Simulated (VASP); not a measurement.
# AlCo (NiAs type) (P6_3/mmc) in VASP: further runs

Runs on AlCo (NiAs type). Level: PBE. Tasks: single point.

All numbers are computed with VASP 6.6.1; they aren't measurements. Logs are shortened: lines on timing, memory, paths and dates and some standing lists are left out, and cuts for length are marked.

### Step 1. The cell of the first run

The structure is hexagonal, space group P6_3/mmc (No. 194). Conventional cell: a = 2.198 Å, b = 2.198 Å, c = 6.421 Å, α = 90.00°, β = 90.00°, γ = 120.00°. Within 2.7 Å of Co (site symmetry -3m) lie 6 Al at 2.05 Å and 6 Co at 2.20 Å. Al (site symmetry -6m2) has 6 Co at 2.05 Å and 6 Al at 2.20 Å within 2.7 Å.

### Step 2. Single point, PBE

INCAR

```
SYSTEM = AlCo
PREC = Accurate
ENCUT = 520
EDIFF = 1E-6
ISMEAR = -1
SIGMA = 0.05
LREAL = .False.
LASPH = .True.
NELM = 60
ALGO = Normal
ISIF = 2
LWAVE = .False.
LCHARG = .False.
GGA = PE
NBANDS = 20
```

KPOINTS

```
regular mesh
0
Gamma
  10 10 6
  0 0 0
```

POSCAR

```
AlCo
1.0
    2.1983355088      0.0000000000      0.0000000000
   -1.0991677544      1.9038143967      0.0000000000
    0.0000000000      0.0000000000      6.4208574103
Co Al
2 2
Direct
    0.0000000000      0.0000000000      0.0000000000
    0.0000000000      0.0000000000      0.5000000000
    0.3333333333      0.6666666667      0.2500000000
    0.6666666667      0.3333333333      0.7500000000
```

Potentials or basis: VASP PAW PBE potentials, release 64 (Co, Al).

On the command line:

```sh
cat potpaw_PBE.64/Co/POTCAR potpaw_PBE.64/Al/POTCAR > POTCAR
mpirun -np 1 vasp_std > vasp.out
```

OUTCAR:

```text
SYSTEM = AlCo
   PREC = Accurate
   ENCUT = 520
   EDIFF = 1E-6
   ISMEAR = -1
   LREAL = .False.
   LASPH = .True.
   NELM = 60
   ISIF = 2
   GGA = PE

 ion  position               nearest neighbor table
   1  0.000  0.000  0.000-   3 2.05   4 2.05   4 2.05   3 2.05   4 2.05   3 2.05   3 3.00   4 3.00
                             3 3.00   4 3.00   3 3.00   4 3.00
   2  0.000  0.000  0.500-   3 2.05   4 2.05   4 2.05   3 2.05   4 2.05   3 2.05   3 3.00   4 3.00
                             3 3.00   4 3.00   3 3.00   4 3.00
   3  0.333  0.667  0.250-   1 2.05   2 2.05   1 2.05   2 2.05   1 2.05   2 2.05   1 3.00   2 3.00
                             1 3.00   2 3.00   1 3.00   2 3.00
   4  0.667  0.333  0.750-   1 2.05   2 2.05   1 2.05   2 2.05   1 2.05   2 2.05   1 3.00   2 3.00
                             1 3.00   2 3.00   1 3.00   2 3.00

  LATTYP: Found a hexagonal cell.
 ALAT       =     2.1983355088
 C/A-ratio  =     2.9207813751

  Lattice vectors:

 A1 = (   2.1983355088,   0.0000000000,   0.0000000000)
 A2 = (  -1.0991677544,   1.9038143967,   0.0000000000)
 A3 = (   0.0000000000,   0.0000000000,   6.4208574103)

Analysis of symmetry for initial positions (statically):
=====================================================================
 Subroutine PRICEL returns:
 Original cell was already a primitive cell.

 Routine SETGRP: Setting up the symmetry group for a
 hexagonal supercell.

 Subroutine GETGRP returns: Found 24 space group operations
 (whereof 12 operations were pure point group operations)
 out of a pool of 24 trial point group operations.

The static configuration has the point symmetry D_3d.
 The point group associated with its full space group is D_6h.

Analysis of symmetry for dynamics (positions and initial velocities):
=====================================================================
 Subroutine PRICEL returns:
 Original cell was already a primitive cell.

 Routine SETGRP: Setting up the symmetry group for a
 hexagonal supercell.

 Subroutine GETGRP returns: Found 24 space group operations
 (whereof 12 operations were pure point group operations)
 out of a pool of 24 trial point group operations.

The dynamic configuration has the point symmetry D_3d.
 The point group associated with its full space group is D_6h.

 Subroutine INISYM returns: Found 24 space group operations
 (whereof 12 operations are pure point group operations),
 and found     1 'primitive' translations

----------------------------------------------------------------------------------------

                                     Primitive cell

  volume of cell :      26.8727

  direct lattice vectors                    reciprocal lattice vectors
     2.198335509  0.000000000  0.000000000     0.454889618  0.262630643  0.000000000
    -1.099167754  1.903814397  0.000000000     0.000000000  0.525261287  0.000000000
     0.000000000  0.000000000  6.420857410     0.000000000  0.000000000  0.155742440

  length of vectors
     2.198335509  2.198335509  6.420857410     0.525261287  0.525261287  0.155742440

  position of ions in fractional coordinates (direct lattice)
     0.000000000  0.000000000  0.000000000
     0.000000000  0.000000000  0.500000000
     0.333333333  0.666666667  0.250000000
     0.666666667  0.333333333  0.750000000

  ion indices of the primitive-cell ions
   primitive index   ion index
                 1           1
                 2           2
                 3           3
                 4           4

----------------------------------------------------------------------------------------

 KPOINTS: regular mesh

Automatic generation of k-mesh.
 Grid dimensions read from file:
 generate k-points for:   10   10    6

 Generating k-lattice:

  Cartesian coordinates                     Fractional coordinates (reciprocal lattice)
     0.045488962  0.026263064  0.000000000     0.100000000  0.000000000  0.000000000
     0.000000000  0.052526129  0.000000000     0.000000000  0.100000000  0.000000000
     0.000000000  0.000000000  0.025957073     0.000000000  0.000000000  0.166666667

  Length of vectors
     0.052526129  0.052526129  0.025957073

  Shift w.r.t. Gamma in fractional coordinates (k-lattice)
     0.000000000  0.000000000  0.000000000

 Subroutine IBZKPT returns following result:
 ===========================================

 Found     56 irreducible k-points:

 Following reciprocal coordinates:
            Coordinates               Weight
  0.000000  0.000000  0.000000      1.000000
  0.100000  0.000000  0.000000      6.000000
  0.200000  0.000000  0.000000      6.000000
  0.300000  0.000000  0.000000      6.000000
  0.400000 -0.000000  0.000000      6.000000
  0.500000  0.000000  0.000000      3.000000
[... 16 lines left out ...]
  0.300000  0.100000  0.166667     24.000000
  0.400000  0.100000  0.166667     24.000000
 [... further k-points ...]
   k-points           NKPTS =     56   k-points in BZ     NKDIM =     56   number of bands    NBANDS=     20
   number of dos      NEDOS =    301   number of ions     NIONS =      4
   total plane-waves  NPLWV =  12288
   dimension x,y,z NGX =    16 NGY =   16 NGZ =   48
   dimension x,y,z NGXF=    32 NGYF=   32 NGZF=   96
   ions per type =               2   2
   NGX,Y,Z   is equivalent  to a cutoff of  12.10, 12.10, 12.43 a.u.
   NGXF,Y,Z  is equivalent  to a cutoff of  24.20, 24.20, 24.86 a.u.
 SYSTEM =  AlCo
   PREC   = accura    normal or accurate (medium, high low for compatibility)
   ISTART =      0    job   : 0-new  1-cont  2-samecut
   ICHARG =      2    charge: 1-file 2-atom 10-const
   ISPIN  =      1    spin polarized calculation?
   LNONCOLLINEAR =      F non collinear calculations
   LSORBIT =      F    spin-orbit coupling
   LASPH  =      T    aspherical Exc in radial PAW
   ENCUT  =  520.0 eV  38.22 Ry    6.18 a.u.   4.09  4.09 11.94*2*pi/ulx,y,z
   NELM   =     60;   NELMIN=  2; NELMDL= -5     # of ELM steps
   EDIFF  = 0.1E-05   stopping-criterion for ELM
   LREAL  =      F    real-space projection
   EDIFFG = 0.1E-04   stopping-criterion for IOM
   NSW    =      0    number of steps for IOM
   IBRION =     -1    ionic relax: 0-MD 1-quasi-New 2-CG
   NFREE  =      0    steps in history (QN), initial steepest desc. (CG)
   ISIF   =      2    stress and relaxation
   ISYM   =      2    0-nonsym 1-usesym 2-fastsym
   POTIM  = 0.5000    time-step for ionic-motion
   TEBEG  =    0.0;   TEEND  =   0.0 temperature during run
   PSTRESS=    0.0 pullay stress
   NELECT =      24.0000    total number of electrons
   NUPDOWN=      -1.0000    fix difference up-down
   EMIN   =  10.00;   EMAX   =-10.00  energy-range for DOS
   EFERMI =   0.00;   METHOD = LEGACY
   ISMEAR =    -1;   SIGMA  =   0.05  broadening in eV -4-tet -1-fermi 0-gaus
   EFERMI_NEDOS =   21; number of points for ismear=-14 and -15
   IALGO  =     38    algorithm
   IMIX   =      4    mixing-type and parameters
     AMIX     =   0.40;   BMIX     =  1.00
     AMIX_MAG =   1.60;   BMIX_MAG =  1.00
  volume/ion in A,a.u.               =       6.72        45.34
  Fermi-wavevector in a.u.,A,eV,Ry     =   1.576551  2.979250 33.817461  2.485513
  Thomas-Fermi vector in A             =   2.677367
   LORBIT       =      0    0 simple, 1 ext, 2 COOP (PROOUT), +10 PAW based schemes
   GGA     = PE    functional components
   LHFCALC =     F    Hartree Fock is set to
   AEXX    =    0.0000 exact exchange contribution
   IVDW    =     0    specifies the selected vdW correction
   LEPSILON=     F    determine dielectric tensor
   LRPA    =     F    only Hartree local field effects (RPA)
 non-spin polarized calculation
  energy-cutoff  :      520.00
  volume of cell :       26.87
 maximum number of plane-waves:       740
   NGX =  9   NGY =  9   NGZ = 23

 number of electron      23.9999990 magnetization

 Free energy of the ion-electron system (eV)
  ---------------------------------------------------
  ext. energy  EPLUGINS =         0.00000000
  ---------------------------------------------------
  free energy    TOTEN  =        -8.98727432 eV

  energy without entropy =       -8.96923952  energy(sigma->0) =       -8.97825692

 E-fermi :  20.1250     XC(G=0): -15.2107

 val. band max:       20.0680746283   @ k =   0.3000   0.0000   0.5000
 cond. band min:      20.1295806208   @ k =   0.4000  -0.0000   0.0000
 fundamental gap:      0.0615059925
 Fermi energy:        20.1249567428

 k-point     1 :       0.0000    0.0000    0.0000
  band No.  band energies     occupation
      1       4.6770      2.00000
      2       7.5328      2.00000
      3       9.5333      2.00000
      4      12.9724      2.00000
      5      15.8277      2.00000
      6      16.8656      2.00000
[... 12 lines left out ...]
     19      39.5231      0.00000
     20      39.5231      0.00000

 k-point     2 :       0.1000    0.0000    0.0000
  band No.  band energies     occupation
      1       5.0981      2.00000
      2       7.8206      2.00000
      3       9.9975      2.00000
      4      13.2907      2.00000
      5      15.9525      2.00000
      6      16.5614      2.00000
[... 12 lines left out ...]
     19      37.2666      0.00000
     20      39.1737      0.00000

 k-point     3 :       0.2000    0.0000    0.0000
  band No.  band energies     occupation
      1       6.3104      2.00000
      2       8.6365      2.00000
      3      11.2568      2.00000
      4      14.0058      2.00000
      5      15.4669      2.00000
      6      15.9583      2.00000
[... 12 lines left out ...]
     19      36.2295      0.00000
     20      37.4781      0.00000

 k-point     4 :       0.3000    0.0000    0.0000
  band No.  band energies     occupation
      1       8.1551      2.00000
      2       9.8239      2.00000
      3      12.6644      2.00000
      4      14.1304      2.00000
      5      14.5287      2.00000
      6      15.8251      2.00000
[... 429 lines left out ...]
 k-point    23 :       0.3000    0.1000    0.1667
  band No.  band energies     occupation
      1       9.5518      2.00000
      2      10.5544      2.00000
      3      13.3862      2.00000
      4      13.9798      2.00000
      5      14.3826      2.00000
      6      15.6452      2.00000
[... 12 lines left out ...]
     19      32.3295      0.00000
     20      34.8351      0.00000

 k-point    24 :       0.4000    0.1000    0.1667
  band No.  band energies     occupation
      1      11.2969      2.00000
      2      11.9464      2.00000
      3      13.2515      2.00000
      4      13.5256      2.00000
      5      14.1478      2.00000
      6      15.0604      2.00000
[... 12 lines left out ...]
     19      31.4213      0.00000
     20      33.7812      0.00000

 [... further k-points ...]
[... 5 lines left out ...]
  --------------------------------------------------------------------------------------
  -------------------------------------------------------------------------------------
  Total       57.3691911     57.3691911     57.5975890      0.0000000     -0.0000000      0.0000000
  in kB     3420.4063316   3420.4063317   3434.0236346      0.0000000     -0.0000000      0.0000000
  external PRESSURE =    3424.9454326 kB  Pullay stress =       0.0000000 kB

 VOLUME and BASIS-vectors are now :
 -----------------------------------------------------------------------------
  energy-cutoff  :      520.00
  volume of cell :       26.87
      direct lattice vectors                 reciprocal lattice vectors
     2.198335509  0.000000000  0.000000000     0.454889618  0.262630643  0.000000000
    -1.099167754  1.903814397  0.000000000     0.000000000  0.525261287  0.000000000
     0.000000000  0.000000000  6.420857410     0.000000000  0.000000000  0.155742440

 POSITION                                       TOTAL-FORCE (eV/Angst)
 -----------------------------------------------------------------------------------
      0.00000      0.00000      0.00000         0.000000      0.000000      0.000000
      0.00000      0.00000      3.21043         0.000000      0.000000      0.000000
     -0.00000      1.26921      1.60521         0.000000      0.000000      0.000000
      1.09917      0.63460      4.81564        -0.000000     -0.000000      0.000000
 -----------------------------------------------------------------------------------
    total drift:                                0.000000     -0.000000      0.000000

  FREE ENERGIE OF THE ION-ELECTRON SYSTEM (eV)
  ---------------------------------------------------
  free  energy   TOTEN  =        -8.9872743212 eV

  energy  without entropy=       -8.9692395202  energy(sigma->0) =       -8.97825692
```

Run time: 10 s. Hardware: 1 thread of Intel Xeon 6975P-C (Granite Rapids), shared host; peak memory 0.15 GiB.

What came out:

```yaml
Free_energy: -8.9873 eV
Pressure: 342.5 GPa
Band_gap_on_the_k_mesh: zero (band 12 reaches 21.23 eV, above the bottom of band 13 at 18.55 eV)
```

Stress tensor (GPa, compression positive):
```
342.04   0.00   0.00
  0.00 342.04   0.00
  0.00   0.00 343.40
```

Levels at points of the mesh, in eV from the Fermi level:
```csv
k point,band 8,band 9,band 10,band 11,band 12,band 13,band 14,band 15,band 16,band 17
"(0.00, 0.00, 0.00)",-3.24,-3.24,-2.27,-1.42,-1.42,-1.24,-1.24,5.79,11.29,17.57
"(0.50, 0.00, 0.00)",-2.91,-2.33,-2.21,-1.35,0.43,0.44,2.53,4.37,6.15,6.93
"(0.00, 0.00, 0.50)",-3.25,-3.25,-3.25,-1.33,-1.33,-1.33,-1.33,8.64,8.64,18.41
"(0.50, 0.00, 0.50)",-3.24,-2.27,-2.27,0.44,0.44,0.54,0.54,5.64,5.64,6.76
```

[end of part 1 of 2]
